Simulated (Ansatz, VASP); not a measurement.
# Two plane-wave programs on TaBi

The input INCAR:

```
SYSTEM = TaBi
PREC = Accurate
ENCUT = 520
EDIFF = 1E-7
ISMEAR = -1
SIGMA = 0.05
LREAL = .FALSE.
LASPH = .TRUE.
NELM = 100
ALGO = Normal
ISIF = 2
LWAVE = .FALSE.
LCHARG = .TRUE.
GGA = CA
LELF = .TRUE.
LVHAR = .TRUE.
NBANDS = 20
```

Contents of KPOINTS:

```
Automatic mesh
0
G
  11 11 11
  0 0 0
```

File POSCAR:

```
TaBi
1.0
    3.2467124886      0.0000000000      0.0000000000
    0.0000000000      3.2467124886      0.0000000000
    0.0000000000      0.0000000000      3.2467124886
Ta Bi
1 1
Direct
    0.0000000000      0.0000000000      0.0000000000
    0.5000000000      0.5000000000      0.5000000000
```

Input for Ansatz:

```yaml
crystal:
  lattice:
    - [3.2467124886, 0.0, 0.0]
    - [0.0, 3.2467124886, 0.0]
    - [0.0, 0.0, 3.2467124886]
  atoms:
    - { symbol: Ta, position: [0.0, 0.0, 0.0] }
    - { symbol: Bi, position: [0.5, 0.5, 0.5] }
kpoints:
  mp_grid: { grid: [11, 11, 11] }
scf:
  occupations: { method: fermi_dirac, width: 0.05 }
hamiltonian:
  xc: lda
  pseudopotentials: { kind: paw }
output:
  forces: true
  stress: true
  eigenvalues: true
  populations: true
  write_density: true
  write_potential: true
  elf: true
  volumetric_format: npy
```

Change from the starting cell: volume scaled by 0.84, PAW files.

Alike in both runs: task single point; functional LDA; k mesh 11 × 11 × 11; occupations fermi-dirac, width 0.05 eV; no spin polarisation.

|  | VASP | Ansatz |
| --- | --- | --- |
| version | VASP 6.6.1 | Ansatz 0.2.0 |
| potentials or method | VASP PAW LDA potentials, release 64 (Ta_pv, Bi_d) | PAW with Ansatz's default frozen-core files, scalar-relativistic |
| plane-wave cutoff (eV) | 520 | 420 |
| valence electrons in the cell | 26 | 28 |

Ansatz gave:

* pressure (GPa): 37.8

Question: What did VASP give for the same quantities?

Answer: Pressure (GPa): 38.8.

LDA's correlation is that of Perdew and Zunger in VASP and of Perdew and Wang (1992) in Ansatz. Both programs put the cell under a high pressure, so it lies far from rest at this level. VASP's potentials hold 26 valence electrons a cell and Ansatz's 28, so a difference there can come from the potentials and not from the codes.

Neither program's run includes spin-orbit coupling.
